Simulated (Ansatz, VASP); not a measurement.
**B in VASP and in Ansatz**

The input POSCAR:

```
B
1.0
    1.7522915006      0.0000000000      0.0000000000
   -0.8761457503      1.5175289544      0.0000000000
    0.0000000000      0.0000000000     15.9372106829
B
4
Direct
    0.0000000000      0.0000000000      0.0000000000
    0.0000000000      0.0000000000      0.5000000000
    0.3333333333      0.6666666667      0.2500000000
    0.6666666667      0.3333333333      0.7500000000
```

The input INCAR.step1:

```
SYSTEM = B
  PREC = Accurate
  ENCUT = 520
  ISMEAR = -1
  SIGMA = 0.1
  LREAL = .FALSE.
  LASPH = .TRUE.
  NELM = 80
  NBANDS = 14
  GGA = PE
  ALGO = Normal
  EDIFF = 1E-4
  LWAVE = .TRUE.
  LCHARG = .FALSE.
```

File INCAR.step2:

```
SYSTEM = B
  PREC = Accurate
  ENCUT = 520
  EDIFF = 1E-6
  ISMEAR = -1
  SIGMA = 0.1
  LREAL = .FALSE.
  LASPH = .TRUE.
  NELM = 80
  ALGO = Normal
  ISIF = 2
  LWAVE = .FALSE.
  LCHARG = .TRUE.
  METAGGA = R2SCAN
  LMIXTAU = .TRUE.
  LELF = .TRUE.
  LVHAR = .TRUE.
  NBANDS = 14
  ISTART = 1
```

File KPOINTS:

```
Automatic mesh
0
G
  23 23 3
  0 0 0
```

Input for Ansatz:

```yaml
crystal:
  lattice:
    - [1.7522915006, 0.0, 0.0]
    - [-0.8761457503, 1.5175289544, 0.0]
    - [0.0, 0.0, 15.9372106829]
  atoms:
    - { symbol: B, position: [0.0, 0.0, 0.0] }
    - { symbol: B, position: [0.0, 0.0, 0.5] }
    - { symbol: B, position: [0.3333333333, 0.6666666667, 0.25] }
    - { symbol: B, position: [0.6666666667, 0.3333333333, 0.75] }
hamiltonian:
  xc: r2scan
  pseudopotentials:
    kind: paw
    azcp:
      B: "pseudopotentials/B.paw.azcp"
basis:
  ecutwfc: 500
  fft_grid_basis: typed
kpoints:
  mp_grid: { grid: [23, 23, 3], shift: [0, 0, 0] }
magnetization:
  spin_polarized: false
scf:
  occupations: { method: fermi_dirac, width: 0.1 }
  lower_state_search: "off"
output:
  stress: true
  write_density: true
  write_potential: true
  elf: true
  volumetric_format: npy
```

Alike in both runs: task single point; functional r2SCAN; k mesh 23 × 23 × 3; occupations fermi-dirac, width 0.1 eV; no spin polarisation.

|  | VASP | Ansatz |
| --- | --- | --- |
| version | VASP 6.6.1 | Ansatz 0.2.0 |
| potentials or method | VASP PAW PBE potentials, release 64 (B), cutoff 520 eV | plane waves (500 eV) with PAW, scalar-relativistic |
| valence electrons in the cell | 12 | 12 |

Ansatz gave:

```
pressure (GPa)                                                : -13.0
traceless stress, the component that is largest in VASP (GPa) : 11.52
```

Q: Which values does VASP return?

A: Pressure (GPa): -13.0; traceless stress, the component that is largest in VASP (GPa): 11.41.

VASP's potentials were made for PBE, not for r2SCAN.
